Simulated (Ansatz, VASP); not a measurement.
**One calculation of MgS, two programs**

```
Mg S
1.0
     0.00000    2.60165    2.60165
     2.60165    0.00000    2.60165
     2.60165    2.60165    0.00000
Mg S
1 1
Direct
  0.00000 0.00000 0.00000
  0.50000 0.50000 0.50000
```

Alike in both runs: task single point; functional PBEsol; k mesh 8 × 8 × 8; occupations gaussian, width 0.05 eV; no spin polarisation.

|  | VASP | Ansatz |
| --- | --- | --- |
| version | VASP 6.6.1 | Ansatz 0.2.0 |
| potentials or method | VASP PAW PBE potentials, release 64 (Mg, S), cutoff 520 eV | scalar-relativistic, plane waves, PAW |
| valence electrons in the cell | 8 | 16 |

VASP gave:

* gap on the k mesh at the Fermi level (eV): 2.70
* least direct gap on the mesh (eV): 3.59
* pressure (GPa): -1.1

Task: What did Ansatz give for the same quantities?

Result: gap on the k mesh at the Fermi level (eV): 2.70; least direct gap on the mesh (eV): 3.59; pressure (GPa): -0.9.

VASP's potentials were made for PBE, not for PBEsol. With one functional, cell and mesh, what is left measures potentials, basis and numerics. VASP's potentials hold 8 valence electrons a cell and Ansatz's 16, so a difference there can come from the potentials and not from the codes.
